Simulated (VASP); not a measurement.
# In (Im-3m) in VASP: a series of runs, part 2 of 2

VASP 6.6.1. Earlier steps stand in the parts before.

**3. Single point, PBE**

This run uses another cell than the first one, of 28.32 Å³/atom.

Input file INCAR:

```
SYSTEM = In
ALGO     = Normal         ! electronic algorithm
EDIFF    = 1E-6           ! SCF threshold, eV
ENCUT    = 520            ! plane-wave cutoff, eV
GGA      = PE             ! functional
ISIF     = 2              ! what is computed and relaxed
ISMEAR   = -1             ! smearing method
LASPH    = .True.         ! aspherical terms in the spheres
LCHARG   = .False.        ! write CHGCAR
LREAL    = .False.        ! projectors in reciprocal space
LWAVE    = .False.        ! write WAVECAR
NBANDS   = 12             ! bands
NELM     = 80             ! most SCF steps
PREC     = Accurate       ! precision mode
SIGMA    = 0.06122561905347299 ! smearing width, eV
```

Input file KPOINTS:

```
k-points
0
Gamma
  40 40 40
  0 0 0
```

Input file POSCAR:

```
In
1.0
   -1.9202311598      1.9202311598      1.9202311598
    1.9202311598     -1.9202311598      1.9202311598
    1.9202311598      1.9202311598     -1.9202311598
In
1
Direct
    0.0000000000      0.0000000000      0.0000000000
```

Potentials or basis: VASP PAW PBE potentials, release 64 (In_d).

Command:

```console
cat potpaw_PBE.64/In_d/POTCAR > POTCAR
mpirun -np 1 vasp_std > vasp.out
```

It took 6.5 min on 1 thread of Intel Xeon Platinum 8559C (Emerald Rapids), shared host; peak memory 0.61 GiB.

Results (log left out):

```
Free energy            : -2.5515 eV
Pressure               : -0.7 GPa
Band gap on the k mesh : zero (an odd number of electrons rules out a gap without spin polarisation)
```

Levels at points of the mesh, in eV from the Fermi level:
```tsv
k point	band 2	band 3	band 4	band 5	band 6	band 7	band 8	band 9	band 10	band 11
(0.00, 0.00, 0.00)	-14.60	-14.60	-14.38	-14.38	-9.01	10.27	10.27	10.27	12.76	12.76
(0.50, 0.00, 0.00)	-14.63	-14.39	-14.38	-14.24	-3.92	-2.87	5.57	7.04	9.58	9.69
(0.50, 0.50, 0.50)	-14.68	-14.27	-14.27	-14.27	0.48	1.27	1.27	1.27	5.15	5.15
```

Caveat: spin-orbit coupling is left out, which moves the levels of the heavy elements.

**4. Single point, PBE**

This run uses another cell than the first one, of 28.88 Å³/atom.

Input file INCAR:

```
SYSTEM = In
PREC = Accurate
ENCUT = 520
EDIFF = 1E-6
ISMEAR = -1
SIGMA = 0.06122561905347299
LREAL = .False.
LASPH = .True.
NELM = 60
ALGO = Normal
ISIF = 2
LWAVE = .False.
LCHARG = .False.
GGA = PE
NBANDS = 12
```

Input file KPOINTS:

```
regular mesh
0
Gamma
  40 40 40
  0 0 0
```

Input file POSCAR:

```
In
1.0
   -1.9327005427      1.9327005427      1.9327005427
    1.9327005427     -1.9327005427      1.9327005427
    1.9327005427      1.9327005427     -1.9327005427
In
1
Direct
    0.0000000000      0.0000000000      0.0000000000
```

Potentials or basis: VASP PAW PBE potentials, release 64 (In_d).

Command:

```console
cat potpaw_PBE.64/In_d/POTCAR > POTCAR
mpirun -np 1 vasp_std > vasp.out
```

OUTCAR:

```text
SYSTEM = In
   PREC = Accurate
   ENCUT = 520
   EDIFF = 1E-6
   ISMEAR = -1
   LREAL = .False.
   LASPH = .True.
   NELM = 60
   ISIF = 2
   GGA = PE

 ion  position               nearest neighbor table
   1  0.000  0.000  0.000-

  LATTYP: Found a body centered cubic cell.
 ALAT       =     3.8654010854

  Lattice vectors:

 A1 = (  -1.9327005427,   1.9327005427,   1.9327005427)
 A2 = (   1.9327005427,  -1.9327005427,   1.9327005427)
 A3 = (   1.9327005427,   1.9327005427,  -1.9327005427)

Analysis of symmetry for initial positions (statically):
=====================================================================
 Subroutine PRICEL returns:
 Original cell was already a primitive cell.

 Routine SETGRP: Setting up the symmetry group for a
 body centered cubic supercell.

 Subroutine GETGRP returns: Found 48 space group operations
 (whereof 48 operations were pure point group operations)
 out of a pool of 48 trial point group operations.

The static configuration has the point symmetry O_h .

Analysis of symmetry for dynamics (positions and initial velocities):
[... 165 lines left out ...]
  band No.  band energies     occupation
      1      -8.1308      2.00000
      2      -8.1308      2.00000
      3      -8.1308      2.00000
      4      -7.9157      2.00000
      5      -7.9157      2.00000
      6      -2.4330      2.00000
      7      16.5270      0.00000
      8      16.5270      0.00000
      9      16.5270      0.00000
     10      19.1522      0.00000
     11      19.1522      0.00000
     12      19.1522      0.00000
[... 331 lines left out ...]
 k-point    24 :       0.0750    0.0250   -0.0000
  band No.  band energies     occupation
      1      -8.1362      2.00000
      2      -8.1257      2.00000
      3      -8.1042      2.00000
      4      -7.9227      2.00000
      5      -7.9161      2.00000
      6      -2.2589      2.00000
      7      14.9998      0.00000
      8      15.7668      0.00000
      9      16.1307      0.00000
     10      18.1229      0.00000
     11      18.4302      0.00000
     12      18.9958      0.00000

 [... further k-points ...]

------------------------ aborting loop because EDIFF is reached ----------------------------------------

  FORCE on cell =-STRESS in cart. coord.  units (eV):
  Direction    XX          YY          ZZ          XY          YZ          ZX
  --------------------------------------------------------------------------------------
  -------------------------------------------------------------------------------------
  Total       -0.2213150     -0.2213150     -0.2213150     -0.0000000     -0.0000000      0.0000000
  in kB      -12.2791338    -12.2791338    -12.2791338     -0.0000000     -0.0000000      0.0000000
  external PRESSURE =     -12.2791338 kB  Pullay stress =       0.0000000 kB

 VOLUME and BASIS-vectors are now :
 -----------------------------------------------------------------------------
  energy-cutoff  :      520.00
  volume of cell :       28.88
      direct lattice vectors                 reciprocal lattice vectors
    -1.932700543  1.932700543  1.932700543     0.000000000  0.258705365  0.258705365
     1.932700543 -1.932700543  1.932700543     0.258705365  0.000000000  0.258705365
     1.932700543  1.932700543 -1.932700543     0.258705365  0.258705365  0.000000000

 POSITION                                       TOTAL-FORCE (eV/Angst)
 -----------------------------------------------------------------------------------
      0.00000      0.00000      0.00000         0.000000     -0.000000      0.000000
 -----------------------------------------------------------------------------------
    total drift:                               -0.000000     -0.000000     -0.000000

  FREE ENERGIE OF THE ION-ELECTRON SYSTEM (eV)
  ---------------------------------------------------
  free  energy   TOTEN  =        -2.5484007230 eV

  energy  without entropy=       -2.5423404153  energy(sigma->0) =       -2.54537057
```

Wall time 6 min (1 thread of Intel Xeon Platinum 8559C (Emerald Rapids), shared host); peak memory 0.62 GiB.

Results:

```
Free energy            : -2.5484 eV
Pressure               : -1.2 GPa
Band gap on the k mesh : zero (an odd number of electrons rules out a gap without spin polarisation)
```

Levels at points of the mesh, in eV from the Fermi level:
```csv
k point,band 2,band 3,band 4,band 5,band 6,band 7,band 8,band 9,band 10,band 11
"(0.00, 0.00, 0.00)",-14.59,-14.59,-14.37,-14.37,-8.89,10.07,10.07,10.07,12.69,12.69
"(0.50, 0.00, 0.00)",-14.61,-14.39,-14.38,-14.24,-3.92,-2.79,5.48,6.96,9.44,9.59
"(0.50, 0.50, 0.50)",-14.66,-14.27,-14.27,-14.27,0.36,1.27,1.27,1.27,5.12,5.12
```

Caveat: spin-orbit coupling is left out, which moves the levels of the heavy elements.

**5. The runs side by side**

| cell | gap on the mesh (eV) | pressure (GPa) |
| --- | --- | --- |
| a = 3.369 Å, angles 109.5°, 1 atom | none | -1.7 |
| a = 3.326 Å, angles 109.5°, 1 atom | none | -0.7 |
| a = 3.348 Å, angles 109.5°, 1 atom | none | -1.2 |

Alike in all rows: task single point; level PBE; potentials or basis VASP PAW PBE potentials, release 64 (In_d); no spin polarisation; k mesh 40 × 40 × 40; cutoff (eV) 520; smearing fermi-dirac 0.0612256 eV.

Caveats: spin-orbit coupling is left out, which moves the levels of the heavy elements.

Absolute energies hang on the potentials; compare differences alone.
